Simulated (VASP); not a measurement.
# MnSb (P6_3/mmc) in VASP: a series of runs

The runs below take MnSb through single point, with PBE+U, PBE.

All numbers are computed with VASP 6.6.1; they aren't measurements. Logs are shortened: lines on timing, memory, paths and dates and some standing lists are left out, and cuts for length are marked.

## Step 1: The cell of the first run

It takes space group P6_3/mmc (No. 194, hexagonal). Conventional cell: a = 4.366 Å, b = 4.366 Å, c = 6.301 Å, α = 90.00°, β = 90.00°, γ = 120.00°. Sb (site symmetry -6m2) has 6 Mn at 2.97 Å and 6 Sb at 4.03 Å within 4.1 Å. Within 3.9 Å of Mn (site symmetry -3m) lie 6 Sb at 2.97 Å and 2 Mn at 3.15 Å.

## Step 2: Single point, PBE+U, collinear spin, ferromagnetic start

Contents of INCAR:

```
PREC     = Accurate       # precision mode
ENCUT    = 520            # plane-wave cutoff, eV
EDIFF    = 1E-6           # SCF threshold, eV
ISMEAR   = -1             # smearing method
SIGMA    = 0.05           # smearing width, eV
LREAL    = False          # projectors in reciprocal space
LASPH    = True           # aspherical terms in the spheres
NELM     = 150            # most SCF steps
ALGO     = Normal         # electronic algorithm
ISIF     = 2              # what is computed and relaxed
LWAVE    = False          # write WAVECAR
LCHARG   = False          # write CHGCAR
ISPIN    = 2              # spin polarisation
MAGMOM   = 0 0 4 4        # initial moments
LORBIT   = 11             # projections on sites
LMAXMIX  = 4              # l up to which the mixer works
LDAU     = True           # DFT+U
LDAUTYPE = 2            
LDAUL    = -1 2           # shell
LDAUU    = 0 7            # U, eV
LDAUJ    = 0 0          
LDAUPRINT= 1            
GGA      = PE             # functional
NBANDS   = 30             # bands
```

Contents of KPOINTS:

```
regular mesh
0
Gamma
  7 7 5
```

Contents of POSCAR:

```
MnSb
1.0
    4.3664010366      0.0000000000      0.0000000000
   -2.1832005183      3.7814142208      0.0000000000
    0.0000000000      0.0000000000      6.3005379497
Sb Mn
2 2
Direct
    0.6666666667      0.3333333333      0.7500000000
    0.3333333333      0.6666666667      0.2500000000
    0.0000000000      0.0000000000      0.5000000000
    0.0000000000      0.0000000000      0.0000000000
```

Potentials or basis: VASP PAW PBE potentials, release 64 (Sb, Mn_pv).

Run with:

```
> cat potpaw_PBE.64/Sb/POTCAR potpaw_PBE.64/Mn_pv/POTCAR > POTCAR
> mpirun -np 1 vasp_std > vasp.out
```

OUTCAR:

```text
PREC = Accurate
   ENCUT = 520
   EDIFF = 1E-6
   ISMEAR = -1
   LREAL = False
   LASPH = True
   NELM = 150
   ISIF = 2
   ISPIN = 2
   LORBIT = 11
   GGA = PE

 ion  position               nearest neighbor table
   1  0.667  0.333  0.750-   3 2.97   4 2.97   3 2.97   4 2.97   3 2.97   4 2.97
   2  0.333  0.667  0.250-   3 2.97   4 2.97   3 2.97   4 2.97   3 2.97   4 2.97
   3  0.000  0.000  0.500-   1 2.97   2 2.97   2 2.97   1 2.97   1 2.97   2 2.97   4 3.15   4 3.15

   4  0.000  0.000  0.000-   1 2.97   2 2.97   2 2.97   1 2.97   1 2.97   2 2.97   3 3.15   3 3.15

  LATTYP: Found a hexagonal cell.
 ALAT       =     4.3664010366
 C/A-ratio  =     1.4429590633

  Lattice vectors:

 A1 = (   4.3664010366,   0.0000000000,   0.0000000000)
 A2 = (  -2.1832005183,   3.7814142208,   0.0000000000)
 A3 = (   0.0000000000,   0.0000000000,   6.3005379497)

Analysis of symmetry for initial positions (statically):
=====================================================================
 Subroutine PRICEL returns:
 Original cell was already a primitive cell.

 Routine SETGRP: Setting up the symmetry group for a
 hexagonal supercell.

 Subroutine GETGRP returns: Found 24 space group operations
 (whereof 12 operations were pure point group operations)
 out of a pool of 24 trial point group operations.

The static configuration has the point symmetry D_3d.
 The point group associated with its full space group is D_6h.

Analysis of symmetry for dynamics (positions and initial velocities):
=====================================================================
 Subroutine PRICEL returns:
 Original cell was already a primitive cell.

 Routine SETGRP: Setting up the symmetry group for a
 hexagonal supercell.

 Subroutine GETGRP returns: Found 24 space group operations
 (whereof 12 operations were pure point group operations)
 out of a pool of 24 trial point group operations.

The dynamic configuration has the point symmetry D_3d.
 The point group associated with its full space group is D_6h.

Analysis of structural, dynamic, and magnetic symmetry:
=====================================================================
 Subroutine PRICEL returns:
 Original cell was already a primitive cell.

[... 214 lines left out ...]
  o =  0.9368  v = -0.0000 -0.0000 -1.0000 -0.0000 -0.0000  0.0000  0.0000  0.0000  0.0000  0.0000      0.0000  0.0000  0.0000  0.0000  0.0000  0.0000  0.0000  0.0000  0.0000  0.0000
  o =  0.9390  v =  0.0000  0.6190 -0.0000  0.0000  0.7854  0.0000  0.0000  0.0000  0.0000  0.0000      0.0000  0.0000  0.0000  0.0000  0.0000  0.0000  0.0000  0.0000  0.0000  0.0000
  o =  0.9390  v =  0.7854 -0.0000  0.0000  0.6190 -0.0000  0.0000  0.0000  0.0000  0.0000  0.0000      0.0000  0.0000  0.0000  0.0000  0.0000  0.0000  0.0000  0.0000  0.0000  0.0000

 number of electron      36.0000008 magnetization       8.4034091

 Free energy of the ion-electron system (eV)
  ---------------------------------------------------
  ext. energy  EPLUGINS =         0.00000000
  ---------------------------------------------------
  free energy    TOTEN  =       -20.76443897 eV

  energy without entropy =      -20.75194017  energy(sigma->0) =      -20.75818957

 E-fermi :   5.7969     XC(G=0):  -9.7349

 val. band max:        5.7090903744   @ k =   0.1429  -0.0000   0.2000
 cond. band min:       5.8214788331   @ k =   0.1429  -0.0000   0.0000
 fundamental gap:      0.1123884588
 Fermi energy:         5.7969091829

 spin component 1

 k-point     1 :       0.0000    0.0000    0.0000
  band No.  band energies     occupation
      1     -45.2976      1.00000
      2     -45.2901      1.00000
      3     -45.2901      1.00000
      4     -45.2878      1.00000
      5     -45.2878      1.00000
      6     -45.2698      1.00000
[... 781 lines left out ...]
     29      12.2477      0.00000
     30      12.2932      0.00000
 Fermi energy:         5.7969091829

 spin component 2

 k-point     1 :       0.0000    0.0000    0.0000
  band No.  band energies     occupation
      1     -40.4579      1.00000
      2     -40.4401      1.00000
      3     -40.4401      1.00000
      4     -40.4370      1.00000
      5     -40.4370      1.00000
      6     -40.4229      1.00000
[... 781 lines left out ...]
     29      13.4006      0.00000
     30      13.9266      0.00000

------------------------ aborting loop because EDIFF is reached ----------------------------------------

  FORCE on cell =-STRESS in cart. coord.  units (eV):
  Direction    XX          YY          ZZ          XY          YZ          ZX
  --------------------------------------------------------------------------------------
  -------------------------------------------------------------------------------------
  Total       -0.4486107     -0.4486107     -0.2010408      0.0000000      0.0000000      0.0000000
  in kB       -6.9091510     -6.9091510     -3.0962740      0.0000000      0.0000000      0.0000000
  external PRESSURE =      -5.6381920 kB  Pullay stress =       0.0000000 kB

 VOLUME and BASIS-vectors are now :
 -----------------------------------------------------------------------------
  energy-cutoff  :      520.00
  volume of cell :      104.03
      direct lattice vectors                 reciprocal lattice vectors
     4.366401037  0.000000000  0.000000000     0.229021565  0.132225662  0.000000000
    -2.183200518  3.781414221  0.000000000     0.000000000  0.264451325  0.000000000
     0.000000000  0.000000000  6.300537950     0.000000000  0.000000000  0.158716606

 POSITION                                       TOTAL-FORCE (eV/Angst)
 -----------------------------------------------------------------------------------
      2.18320      1.26047      4.72540        -0.000000      0.000000      0.000000
     -0.00000      2.52094      1.57513         0.000000     -0.000000      0.000000
      0.00000      0.00000      3.15027        -0.000000     -0.000000      0.000000
      0.00000      0.00000      0.00000        -0.000000     -0.000000      0.000000
 -----------------------------------------------------------------------------------
    total drift:                               -0.000000      0.000000     -0.000000

  FREE ENERGIE OF THE ION-ELECTRON SYSTEM (eV)
  ---------------------------------------------------
  free  energy   TOTEN  =       -20.7644389674 eV

  energy  without entropy=      -20.7519401708  energy(sigma->0) =      -20.75818957

 total charge

# of ion       s       p       d       tot
------------------------------------------
    1        1.164   1.263   0.019   2.445
    2        1.164   1.263   0.019   2.445
    3        0.267   6.175   4.845  11.287
    4        0.267   6.175   4.845  11.287
--------------------------------------------------
tot          2.861  14.875   9.728  27.464

 magnetization (x)

# of ion       s       p       d       tot
------------------------------------------
    1        0.012  -0.278   0.002  -0.265
    2        0.012  -0.278   0.002  -0.265
    3        0.054   0.026   4.487   4.567
    4        0.054   0.026   4.487   4.567
--------------------------------------------------
tot          0.131  -0.504   8.977   8.604
```

Wall time 2.2 min (1 thread of Intel Xeon 8259CL, shared host); peak memory 0.31 GiB.

Results:

```
Free energy                                           : -20.7644 eV
Pressure                                              : -0.6 GPa
Net moment                                            : 8.40 μB per cell
Site moments                                          : Sb -0.27; Mn +4.57 μB
Valence electrons inside the program's atomic spheres : Sb 2.44; Mn 11.29
```

Eigenvalues of the final occupation matrices:
```csv
site,spin,trace,eigenvalues
site 3 d,1,4.68,0.93 0.93 0.94 0.94 0.94
site 3 d,2,0.18,0.01 0.01 0.02 0.07 0.07
site 4 d,1,4.68,0.93 0.93 0.94 0.94 0.94
site 4 d,2,0.18,0.01 0.01 0.02 0.07 0.07
```

Caveat: spin-orbit coupling is left out, which moves the levels of the heavy elements; the run started ferromagnetic, and an antiferromagnetic order may lie lower in energy; the U is typed as a test and isn't derived for this compound. The state reached can hang on the start; a lower one may exist.

## Step 3: Single point, PBE, collinear spin, ferromagnetic start

This run uses another cell than the first one, of 21.55 Å³/atom.

Contents of POSCAR:

```
MnSb
1.0
    4.1500000000      0.0000000000      0.0000000000
   -2.0750000000      3.5940054257      0.0000000000
    0.0000000000      0.0000000000      5.7800000000
Sb Mn
2 2
Direct
    0.6666666667      0.3333333333      0.7500000000
    0.3333333333      0.6666666667      0.2500000000
    0.0000000000      0.0000000000      0.5000000000
    0.0000000000      0.0000000000      0.0000000000
```

Contents of INCAR.step1:

```
ALGO     = Normal         # electronic algorithm
EDIFF    = 1E-6           # SCF threshold, eV
ENCUT    = 520            # plane-wave cutoff, eV
GGA      = PE             # functional
ISIF     = 2              # what is computed and relaxed
ISMEAR   = -1             # smearing method
ISPIN    = 2              # spin polarisation
LASPH    = T              # aspherical terms in the spheres
LCHARG   = T              # write CHGCAR
LMAXMIX  = 4              # l up to which the mixer works
LREAL    = F              # projectors in reciprocal space
LWAVE    = F              # write WAVECAR
MAGMOM   = 0 0 4 4        # initial moments
NBANDS   = 30             # bands
NELM     = 150            # most SCF steps
PREC     = Accurate       # precision mode
SIGMA    = 0.05           # smearing width, eV
```

Contents of KPOINTS.step1:

```
k-points
0
Gamma
  7 7 5
```

Contents of INCAR.step2:

```
ALGO     = Normal         # electronic algorithm
EDIFF    = 1E-6           # SCF threshold, eV
ENCUT    = 520            # plane-wave cutoff, eV
GGA      = PE             # functional
ICHARG   = 11             # starting density
ISIF     = 2              # what is computed and relaxed
ISMEAR   = -5             # smearing method
ISPIN    = 2              # spin polarisation
LASPH    = T              # aspherical terms in the spheres
LCHARG   = F              # write CHGCAR
LMAXMIX  = 4              # l up to which the mixer works
LORBIT   = 11             # projections on sites
LREAL    = F              # projectors in reciprocal space
LWAVE    = F              # write WAVECAR
MAGMOM   = 0 0 4 4        # initial moments
NEDOS    = 1001           # points of the DOS
NELM     = 150            # most SCF steps
PREC     = Accurate       # precision mode
SIGMA    = 0.05           # smearing width, eV
```

Contents of KPOINTS.step2:

```
k-points
0
Gamma
  11 11 8
```

Potentials or basis: VASP PAW PBE potentials, release 64 (Sb, Mn_pv).

Run with:

```
> cat potpaw_PBE.64/Sb/POTCAR potpaw_PBE.64/Mn_pv/POTCAR > POTCAR
> cp INCAR.step1 INCAR
> cp KPOINTS.step1 KPOINTS
> mpirun -np 1 vasp_std > vasp.out
> cp INCAR.step2 INCAR
> cp KPOINTS.step2 KPOINTS
> mpirun -np 1 vasp_std > vasp.out
```

It took 4.6 min on 1 thread of Oxide Virtual Turin-like, shared host; peak memory 0.4 GiB.

It converged, with:

```
Net moment                                            : 6.71 μB per cell
Site moments                                          : Sb -0.13; Mn +3.41 μB
Valence electrons inside the program's atomic spheres : Sb 2.45; Mn 11.51
```

Levels at points of the mesh, in eV from the Fermi level:
Spin up:
| k point | band 18 | band 19 | band 20 | band 21 | band 22 | band 23 | band 24 | band 25 |
| --- | --- | --- | --- | --- | --- | --- | --- | --- |
| (0.00, 0.00, 0.00) | -1.87 | -0.52 | 0.50 | 0.50 | 2.26 | 2.26 | 2.63 | 3.02 |
| (0.00, 0.00, 0.50) | -2.54 | -0.60 | -0.60 | 1.73 | 1.73 | 1.73 | 1.73 | 4.57 |
Spin down:
```
           k point  band 13  band 14  band 15  band 16  band 17  band 18
(0.00, 0.00, 0.00)     0.02     0.02     0.31     0.31     0.56     0.56
(0.00, 0.00, 0.50)    -1.61    -1.61     0.55     0.55     0.55     0.55
```

Caveat: spin-orbit coupling is left out, which moves the levels of the heavy elements; the run started ferromagnetic, and an antiferromagnetic order may lie lower in energy.
